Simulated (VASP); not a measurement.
# P (P2/m) in VASP: a series of runs

The runs below take P through single point, with PBE+D3(BJ).

Program: VASP 6.6.1. These are calculated values, not measurements. Logs are shortened: lines on timing, memory, paths and dates and some standing lists are left out, and cuts for length are marked.

### 1 The cell of the first run

It takes space group P2/m (No. 10, monoclinic). The conventional cell has a = 4.278 Å, b = 4.273 Å, c = 4.383 Å, α = 90.00°, β = 95.72°, γ = 90.00°. P (site symmetry 2/m) has 18 P at 4.27 to 6.42 Å within 6.5 Å.

### 2 Single point, PBE+D3(BJ) (strain -0.1000 x Voigt [0, 0, 0, 0, 1, 0])

INCAR reads:

```
  ALGO = Normal
  EDIFF = 1E-6
  ENCUT = 520
  GGA = PE
  ISIF = 2
  ISMEAR = 0
  IVDW = 12
  LASPH = True
  LCHARG = True
  LELF = True
  LREAL = False
  LVHAR = True
  LWAVE = False
  NBANDS = 8
  NELM = 100
  PREC = Accurate
  SIGMA = 0.15
```

KPOINTS reads:

```
k-points
0
Gamma
  12 12 12
```

POSCAR reads:

```
P
1.0
    4.2729048574      0.0000000000     -0.2136452429
    0.0000000000      4.2729048574      0.0000000000
   -0.2189000000      0.0000000000      4.3780000000
P
1
Direct
    0.0000000000      0.0000000000      0.0000000000
```

Potentials or basis: VASP PAW PBE potentials, release 64 (P).

Started as:

```bash
$ cat potpaw_PBE.64/P/POTCAR > POTCAR
$ mpirun -np 1 vasp_std > vasp.out
```

OUTCAR:

```text
EDIFF = 1E-6
   ENCUT = 520
   GGA = PE
   ISIF = 2
   ISMEAR = 0
   IVDW = 12
   LASPH = True
   LREAL = False
   NELM = 100
   PREC = Accurate
 IVDW          = 12

 ion  position               nearest neighbor table
   1  0.000  0.000  0.000-

  LATTYP: Found a simple monoclinic cell.
 ALAT       =     4.2782426544
 B/A-ratio  =     0.9987523389
 C/A-ratio  =     1.0245957132
 COS(beta)  =    -0.0997506234

  Lattice vectors:

 A1 = (   4.2729048574,   0.0000000000,  -0.2136452429)
 A2 = (   0.0000000000,   4.2729048574,   0.0000000000)
 A3 = (  -0.2189000000,   0.0000000000,   4.3780000000)

Analysis of symmetry for initial positions (statically):
=====================================================================
 Subroutine PRICEL returns:
 Original cell was already a primitive cell.

 Routine SETGRP: Setting up the symmetry group for a
 simple monoclinic supercell.

 Subroutine GETGRP returns: Found  4 space group operations
 (whereof  4 operations were pure point group operations)
 out of a pool of  4 trial point group operations.

The static configuration has the point symmetry C_2h.

Analysis of symmetry for dynamics (positions and initial velocities):
=====================================================================
 Subroutine PRICEL returns:
 Original cell was already a primitive cell.

 Routine SETGRP: Setting up the symmetry group for a
 simple monoclinic supercell.

 Subroutine GETGRP returns: Found  4 space group operations
 (whereof  4 operations were pure point group operations)
 out of a pool of  4 trial point group operations.

The dynamic configuration has the point symmetry C_2h.

 Subroutine INISYM returns: Found  4 space group operations
 (whereof  4 operations are pure point group operations),
 and found     1 'primitive' translations

----------------------------------------------------------------------------------------

                                     Primitive cell

  volume of cell :      79.7324

  direct lattice vectors                    reciprocal lattice vectors
     4.272904857  0.000000000 -0.213645243     0.234619375  0.000000000  0.011730969
     0.000000000  4.272904857  0.000000000     0.000000000  0.234032826  0.000000000
    -0.218900000  0.000000000  4.378000000     0.011449363  0.000000000  0.228987269

  length of vectors
     4.278242654  4.272904857  4.383469084     0.234912466  0.234032826  0.229273325

  position of ions in fractional coordinates (direct lattice)
     0.000000000  0.000000000  0.000000000

  ion indices of the primitive-cell ions
   primitive index   ion index
                 1           1

----------------------------------------------------------------------------------------

 KPOINTS: k-points

Automatic generation of k-mesh.
 Grid dimensions read from file:
 generate k-points for:   12   12   12

 Generating k-lattice:

  Cartesian coordinates                     Fractional coordinates (reciprocal lattice)
     0.019551615  0.000000000  0.000977581     0.083333333  0.000000000 -0.000000000
     0.000000000  0.019502736  0.000000000     0.000000000  0.083333333  0.000000000
     0.000954114  0.000000000  0.019082272     0.000000000  0.000000000  0.083333333

  Length of vectors
     0.019576039  0.019502736  0.019106110

  Shift w.r.t. Gamma in fractional coordinates (k-lattice)
     0.000000000  0.000000000  0.000000000

 Subroutine IBZKPT returns following result:
 ===========================================

 Found    518 irreducible k-points:

 Following reciprocal coordinates:
            Coordinates               Weight
  0.000000  0.000000  0.000000      1.000000
  0.083333  0.000000  0.000000      2.000000
  0.166667  0.000000  0.000000      2.000000
  0.250000  0.000000  0.000000      2.000000
  0.333333  0.000000  0.000000      2.000000
  0.416667  0.000000 -0.000000      2.000000
[... 16 lines left out ...]
  0.083333  0.250000  0.000000      4.000000
  0.166667  0.250000  0.000000      4.000000
 [... further k-points ...]
   k-points           NKPTS =    518   k-points in BZ     NKDIM =    518   number of bands    NBANDS=      8
   number of dos      NEDOS =    301   number of ions     NIONS =      1
   total plane-waves  NPLWV =  36864
   dimension x,y,z NGX =    32 NGY =   32 NGZ =   36
   dimension x,y,z NGXF=    64 NGYF=   64 NGZF=   72
   ions per type =               1
   NGX,Y,Z   is equivalent  to a cutoff of  12.43, 12.45, 13.65 a.u.
   NGXF,Y,Z  is equivalent  to a cutoff of  24.87, 24.90, 27.31 a.u.
 SYSTEM =  unknown system
   PREC   = accura    normal or accurate (medium, high low for compatibility)
   ISTART =      0    job   : 0-new  1-cont  2-samecut
   ICHARG =      2    charge: 1-file 2-atom 10-const
   ISPIN  =      1    spin polarized calculation?
   LNONCOLLINEAR =      F non collinear calculations
   LSORBIT =      F    spin-orbit coupling
   LASPH  =      T    aspherical Exc in radial PAW
   ENCUT  =  520.0 eV  38.22 Ry    6.18 a.u.   7.95  7.94  8.15*2*pi/ulx,y,z
   NELM   =    100;   NELMIN=  2; NELMDL= -5     # of ELM steps
   EDIFF  = 0.1E-05   stopping-criterion for ELM
   LREAL  =      F    real-space projection
[... 7 lines left out ...]
   TEBEG  =    0.0;   TEEND  =   0.0 temperature during run
   PSTRESS=    0.0 pullay stress
   NELECT =       5.0000    total number of electrons
   NUPDOWN=      -1.0000    fix difference up-down
   EMIN   =  10.00;   EMAX   =-10.00  energy-range for DOS
   EFERMI =   0.00;   METHOD = LEGACY
   ISMEAR =     0;   SIGMA  =   0.15  broadening in eV -4-tet -1-fermi 0-gaus
   EFERMI_NEDOS =   21; number of points for ismear=-14 and -15
   IALGO  =     38    algorithm
   IMIX   =      4    mixing-type and parameters
     AMIX     =   0.40;   BMIX     =  1.00
     AMIX_MAG =   1.60;   BMIX_MAG =  1.00
  volume/ion in A,a.u.               =      79.73       538.06
  Fermi-wavevector in a.u.,A,eV,Ry     =   0.650409  1.229095  5.755696  0.423032
  Thomas-Fermi vector in A             =   1.719678
   LORBIT       =      0    0 simple, 1 ext, 2 COOP (PROOUT), +10 PAW based schemes
   GGA     = PE    functional components
   LHFCALC =     F    Hartree Fock is set to
   AEXX    =    0.0000 exact exchange contribution
   IVDW    =    12    specifies the selected vdW correction
   LEPSILON=     F    determine dielectric tensor
   LRPA    =     F    only Hartree local field effects (RPA)
 non-spin polarized calculation
 Gauss-broadening in eV      SIGMA  =   0.15
  energy-cutoff  :      520.00
  volume of cell :       79.73
 maximum number of plane-waves:      2172
   NGX = 15   NGY = 15   NGZ = 17

 number of electron       4.9999999 magnetization

 Free energy of the ion-electron system (eV)
  ---------------------------------------------------
  ext. energy  EPLUGINS =         0.00000000
  ---------------------------------------------------
  free energy    TOTEN  =        -1.14677188 eV

  energy without entropy =       -1.10730461  energy(sigma->0) =       -1.12703824

 E-fermi :  -3.0409     XC(G=0):  -4.9551

 val. band max:       -3.0409775770   @ k =  -0.2500   0.0833   0.4167
 cond. band min:      -3.0408552660   @ k =   0.2500   0.1667   0.4167
 fundamental gap:      0.0001223110
 Fermi energy:        -3.0409346475

 k-point     1 :       0.0000    0.0000    0.0000
  band No.  band energies     occupation
      1     -11.8009      2.00000
      2      -2.6193      0.00007
      3      -2.4964      0.00000
      4      -2.4791      0.00000
      5       1.6817      0.00000
      6       4.5038      0.00000
      7       4.5742      0.00000
      8       8.7258      0.00000

 k-point     2 :       0.0833    0.0000    0.0000
  band No.  band energies     occupation
      1     -11.7902      2.00000
      2      -2.6496      0.00022
      3      -2.5591      0.00001
      4      -2.4871      0.00000
      5       1.7996      0.00000
      6       4.5414      0.00000
      7       4.6834      0.00000
      8       8.2879      0.00000

 k-point     3 :       0.1667    0.0000    0.0000
  band No.  band energies     occupation
      1     -11.7604      2.00000
      2      -2.9140      0.23151
      3      -2.5658      0.00001
      4      -2.4616      0.00000
      5       2.0992      0.00000
      6       4.6447      0.00000
      7       4.9549      0.00000
      8       7.7111      0.00000

 k-point     4 :       0.2500    0.0000    0.0000
  band No.  band energies     occupation
      1     -11.7188      2.00000
      2      -3.2622      1.96306
      3      -2.5361      0.00000
      4      -2.4261      0.00000
      5       2.4902      0.00000
      6       4.7955      0.00000
      7       5.1788      0.00000
      8       7.2802      0.00000

 k-point     5 :       0.3333    0.0000    0.0000
  band No.  band energies     occupation
      1     -11.6760      2.00000
      2      -3.5723      2.00000
      3      -2.5035      0.00000
      4      -2.3898      0.00000
      5       2.9164      0.00000
      6       4.9515      0.00000
      7       5.1195      0.00000
      8       6.9647      0.00000
[... 177 lines left out ...]
 k-point    22 :       0.0000    0.2500    0.0000
  band No.  band energies     occupation
      1     -11.7188      2.00000
      2      -3.2625      1.96327
      3      -2.5457      0.00000
      4      -2.4100      0.00000
      5       2.4821      0.00000
      6       4.8452      0.00000
      7       5.1900      0.00000
      8       7.3029      0.00000

 k-point    23 :       0.0833    0.2500    0.0000
  band No.  band energies     occupation
      1     -11.7084      2.00000
      2      -3.2486      1.94970
      3      -2.5706      0.00001
      4      -2.4851      0.00000
      5       2.5866      0.00000
      6       4.9163      0.00000
      7       5.2350      0.00000
      8       7.1950      0.00000

 k-point    24 :       0.1667    0.2500    0.0000
  band No.  band energies     occupation
      1     -11.6797      2.00000
      2      -3.2114      1.89201
      3      -2.8090      0.02876
      4      -2.4945      0.00000
      5       2.8422      0.00000
      6       4.9601      0.00000
      7       5.4824      0.00000
      8       6.7241      0.00000

 [... further k-points ...]

------------------------ aborting loop because EDIFF is reached ----------------------------------------

 Edisp (eV)   -0.08005

 E8    (eV) :    -0.0276

  FORCE on cell =-STRESS in cart. coord.  units (eV):
  Direction    XX          YY          ZZ          XY          YZ          ZX
  --------------------------------------------------------------------------------------
  -------------------------------------------------------------------------------------
  Total      -1.97392    -1.98694    -1.77712     0.00000     0.00000     0.18191
  in kB     -39.66477   -39.92640   -35.71017     0.00000     0.00000     3.65540
  external pressure =      -38.43 kB  Pullay stress =        0.00 kB

 VOLUME and BASIS-vectors are now :
 -----------------------------------------------------------------------------
  energy-cutoff  :      520.00
  volume of cell :       79.73
      direct lattice vectors                 reciprocal lattice vectors
     4.272904857  0.000000000 -0.213645243     0.234619375  0.000000000  0.011730969
     0.000000000  4.272904857  0.000000000     0.000000000  0.234032826  0.000000000
    -0.218900000  0.000000000  4.378000000     0.011449363  0.000000000  0.228987269

 POSITION                                       TOTAL-FORCE (eV/Angst)
 -----------------------------------------------------------------------------------
      0.00000      0.00000      0.00000         0.000000      0.000000      0.000000
 -----------------------------------------------------------------------------------
    total drift:                                0.000000     -0.000000      0.000000

  FREE ENERGIE OF THE ION-ELECTRON SYSTEM (eV)
  ---------------------------------------------------
  free  energy   TOTEN  =        -1.2268238845 eV

  energy  without entropy=       -1.1873566144  energy(sigma->0) =       -1.20709025
```

It took 97 s on 1 thread of Intel Xeon Platinum 8559C (Emerald Rapids), shared host; peak memory 0.39 GiB.

What came out:

```yaml
Free_energy: -1.2268 eV
Pressure: -3.8 GPa
Band_gap_on_the_k_mesh: zero (an odd number of electrons rules out a gap without spin polarisation)
Dispersion_energy_per_atom: -0.080 eV
```

Caveat: the cell differs from its parent crystal (strain -0.1000 x Voigt [0, 0, 0, 0, 1, 0]); the cell stands under tension; the atoms stand far beyond bonding distance, and open shells without spin polarisation read as a metal.

### 3 Single point, PBE+D3(BJ) (strain +0.0750 x Voigt [0, 0, 0, 0, 1, 0])

INCAR reads:

```
ALGO     = Normal         # electronic algorithm
EDIFF    = 1E-6           # SCF threshold, eV
ENCUT    = 520            # plane-wave cutoff, eV
GGA      = PE             # functional
ISIF     = 2              # what is computed and relaxed
ISMEAR   = 0              # smearing method
IVDW     = 12             # dispersion correction
LASPH    = True           # aspherical terms in the spheres
LCHARG   = False          # write CHGCAR
LREAL    = False          # projectors in reciprocal space
LWAVE    = False          # write WAVECAR
NBANDS   = 8              # bands
NELM     = 60             # most SCF steps
PREC     = Accurate       # precision mode
SIGMA    = 0.15           # smearing width, eV
```

KPOINTS is that of step 2.

POSCAR reads:

```
P
1.0
    4.2729048574      0.0000000000      0.1602339322
    0.0000000000      4.2729048574      0.0000000000
    0.1641750000      0.0000000000      4.3780000000
P
1
Direct
    0.0000000000      0.0000000000      0.0000000000
```

Potentials or basis: VASP PAW PBE potentials, release 64 (P).

Started as:

```bash
$ cat potpaw_PBE.64/P/POTCAR > POTCAR
$ mpirun -np 1 vasp_std > vasp.out
```

It took 83 s on 1 thread of Intel Xeon Platinum 8559C (Emerald Rapids), shared host; peak memory 0.41 GiB.

Results (log left out):

| Quantity | Value |
| --- | --- |
| Free energy | -1.2288 eV |
| Pressure | -3.8 GPa |
| Band gap on the k mesh | zero (an odd number of electrons rules out a gap without spin polarisation) |
| Dispersion energy per atom | -0.080 eV |

Stress tensor (GPa, compression positive):
```
-3.97  0.00 -0.28
 0.00 -3.99  0.00
-0.28  0.00 -3.58
```

Levels at points of the mesh, in eV from the Fermi level:
| k point | band 1 | band 2 | band 3 | band 4 | band 5 | band 6 | band 7 |
| --- | --- | --- | --- | --- | --- | --- | --- |
| (0.00, 0.00, 0.00) | -8.76 | 0.43 | 0.54 | 0.56 | 4.72 | 7.53 | 7.61 |
| (0.50, 0.00, 0.00) | -8.59 | -0.81 | 0.58 | 0.69 | 6.59 | 7.65 | 8.21 |
| (0.00, 0.50, 0.00) | -8.59 | -0.82 | 0.58 | 0.70 | 6.60 | 7.64 | 8.27 |
| (0.50, 0.50, 0.00) | -8.43 | -0.52 | -0.52 | 0.71 | 5.95 | 8.14 | 9.81 |
| (0.00, 0.00, 0.50) | -8.62 | -0.77 | 0.66 | 0.66 | 6.56 | 7.57 | 8.18 |
| (0.50, 0.00, 0.50) | -8.47 | -0.60 | -0.44 | 0.79 | 5.93 | 8.18 | 9.51 |
| (0.00, 0.50, 0.50) | -8.46 | -0.56 | -0.47 | 0.79 | 5.93 | 8.15 | 9.75 |
| (0.50, 0.50, 0.50) | -8.32 | -0.35 | -0.32 | -0.20 | 6.81 | 7.05 | 7.20 |

Caveat: the cell differs from its parent crystal (strain +0.0750 x Voigt [0, 0, 0, 0, 1, 0]); the cell stands under tension; the atoms stand far beyond bonding distance, and open shells without spin polarisation read as a metal.

### 4 Single point, PBE+D3(BJ) (strain +0.0875 x Voigt [0, 0, 0, 0, 1, 0])

INCAR reads:

```
PREC = Accurate
ENCUT = 520
EDIFF = 1E-6
ISMEAR = 0
SIGMA = 0.15
LREAL = False
LASPH = True
NELM = 80
ALGO = Normal
ISIF = 2
LWAVE = False
LCHARG = False
GGA = PE
IVDW = 12
NBANDS = 8
```

KPOINTS reads:

```
regular mesh
0
Gamma
  12 12 12
```

POSCAR reads:

```
P
1.0
    4.2729048574      0.0000000000      0.1869395875
    0.0000000000      4.2729048574      0.0000000000
    0.1915375000      0.0000000000      4.3780000000
P
1
Direct
    0.0000000000      0.0000000000      0.0000000000
```

Started as:

```bash
$ cat potpaw_PBE.64/P/POTCAR > POTCAR
$ mpirun -np 1 vasp_std > vasp.out
```

It took 84 s on 1 thread of Intel Xeon Platinum 8559C (Emerald Rapids), shared host; peak memory 0.4 GiB.

Results (log left out):

```
Free energy                : -1.2279 eV
Pressure                   : -3.8 GPa
Band gap on the k mesh     : zero (an odd number of electrons rules out a gap without spin polarisation)
Dispersion energy per atom : -0.080 eV
```

Stress tensor (GPa, compression positive):
```
-3.97  0.00 -0.32
 0.00 -3.99  0.00
-0.32  0.00 -3.57
```

Levels at points of the mesh, in eV from the Fermi level:
```csv
k point,band 1,band 2,band 3,band 4,band 5
"(0.00, 0.00, 0.00)",-8.76,0.42,0.54,0.56,4.72
"(0.50, 0.00, 0.00)",-8.59,-0.81,0.58,0.69,6.58
"(0.00, 0.50, 0.00)",-8.59,-0.82,0.58,0.70,6.59
"(0.50, 0.50, 0.00)",-8.43,-0.52,-0.52,0.71,5.95
"(0.00, 0.00, 0.50)",-8.62,-0.77,0.65,0.66,6.56
"(0.50, 0.00, 0.50)",-8.47,-0.60,-0.42,0.79,5.94
"(0.00, 0.50, 0.50)",-8.46,-0.56,-0.47,0.78,5.93
"(0.50, 0.50, 0.50)",-8.32,-0.35,-0.32,-0.19,6.78
```

Caveat: the cell differs from its parent crystal (strain +0.0875 x Voigt [0, 0, 0, 0, 1, 0]); the cell stands under tension; the atoms stand far beyond bonding distance, and open shells without spin polarisation read as a metal.

### 5 Single point, PBE+D3(BJ) (strain -0.0500 x Voigt [0, 0, 0, 0, 1, 0])

INCAR reads:

```
SYSTEM = P
  PREC = Accurate
  ENCUT = 520
  EDIFF = 1E-6
  ISMEAR = 0
  SIGMA = 0.15
  LREAL = .FALSE.
  LASPH = .TRUE.
  NELM = 100
  ALGO = Normal
  ISIF = 2
  LWAVE = .FALSE.
  LCHARG = .TRUE.
  GGA = PE
  IVDW = 12
  LELF = .TRUE.
  LVHAR = .TRUE.
  NBANDS = 8
```

KPOINTS reads:

```
Automatic mesh
0
G
  12 12 12
  0 0 0
```

POSCAR reads:

```
P
1.0
    4.2729048574      0.0000000000     -0.1068226214
    0.0000000000      4.2729048574      0.0000000000
   -0.1094500000      0.0000000000      4.3780000000
P
1
Direct
    0.0000000000      0.0000000000      0.0000000000
```

Started as:

```bash
$ cat potpaw_PBE.64/P/POTCAR > POTCAR
$ mpirun -np 1 vasp_std > vasp.out
```

It took 88 s on 1 thread of Intel Xeon Platinum 8559C (Emerald Rapids), shared host; peak memory 0.4 GiB.

The run converged. Its results:

| Quantity | Value |
| --- | --- |
| Free energy | -1.2302 eV |
| Pressure | -3.8 GPa |
| Band gap on the k mesh | zero (an odd number of electrons rules out a gap without spin polarisation) |
| Dispersion energy per atom | -0.080 eV |

Stress tensor (GPa, compression positive):
```
-3.97  0.00  0.19
 0.00 -3.98  0.00
 0.19  0.00 -3.58
```

Levels at points of the mesh, in eV from the Fermi level:
| k point | band 1 | band 2 | band 3 | band 4 | band 5 | band 6 | band 7 | band 8 |
| --- | --- | --- | --- | --- | --- | --- | --- | --- |
| (0.00, 0.00, 0.00) | -8.76 | 0.43 | 0.55 | 0.55 | 4.73 | 7.53 | 7.60 | 11.99 |
| (0.50, 0.00, 0.00) | -8.59 | -0.81 | 0.58 | 0.69 | 6.59 | 7.65 | 8.23 | 9.58 |
| (0.00, 0.50, 0.00) | -8.59 | -0.81 | 0.58 | 0.69 | 6.60 | 7.64 | 8.26 | 9.54 |
| (0.50, 0.50, 0.00) | -8.43 | -0.52 | -0.52 | 0.72 | 5.95 | 8.16 | 9.82 | 9.83 |
| (0.00, 0.00, 0.50) | -8.62 | -0.77 | 0.66 | 0.66 | 6.57 | 7.56 | 8.20 | 9.82 |
| (0.50, 0.00, 0.50) | -8.46 | -0.58 | -0.45 | 0.79 | 5.93 | 8.18 | 9.59 | 9.97 |
| (0.00, 0.50, 0.50) | -8.46 | -0.56 | -0.47 | 0.79 | 5.93 | 8.17 | 9.74 | 9.81 |
| (0.50, 0.50, 0.50) | -8.32 | -0.33 | -0.32 | -0.22 | 6.87 | 7.04 | 7.14 | 9.34 |

Caveat: the cell differs from its parent crystal (strain -0.0500 x Voigt [0, 0, 0, 0, 1, 0]); the cell stands under tension; the atoms stand far beyond bonding distance, and open shells without spin polarisation read as a metal.

### 6 The runs side by side

| cell | gap on the mesh (eV) | pressure (GPa) |
| --- | --- | --- |
| a = 4.278, b = 4.273, c = 4.383 Å, angles 90.0, 95.7, 90.0°, 1 atom | none | -3.8 |
| a = 4.276, b = 4.273, c = 4.381 Å, angles 90.0, 85.7, 90.0°, 1 atom | none | -3.8 |
| a = 4.277, b = 4.273, c = 4.382 Å, angles 90.0, 85.0, 90.0°, 1 atom | none | -3.8 |
| a = 4.274, b = 4.273, c = 4.379 Å, angles 90.0, 92.9, 90.0°, 1 atom | none | -3.8 |

Alike in all rows: task single point; level PBE+D3(BJ); potentials or basis VASP PAW PBE potentials, release 64 (P); no spin polarisation; k mesh 12 × 12 × 12; cutoff (eV) 520; smearing gaussian 0.15 eV.

Caveats: the cell stands under tension; the atoms stand far beyond bonding distance, and open shells without spin polarisation read as a metal.

Absolute energies hang on the potentials; compare differences alone.
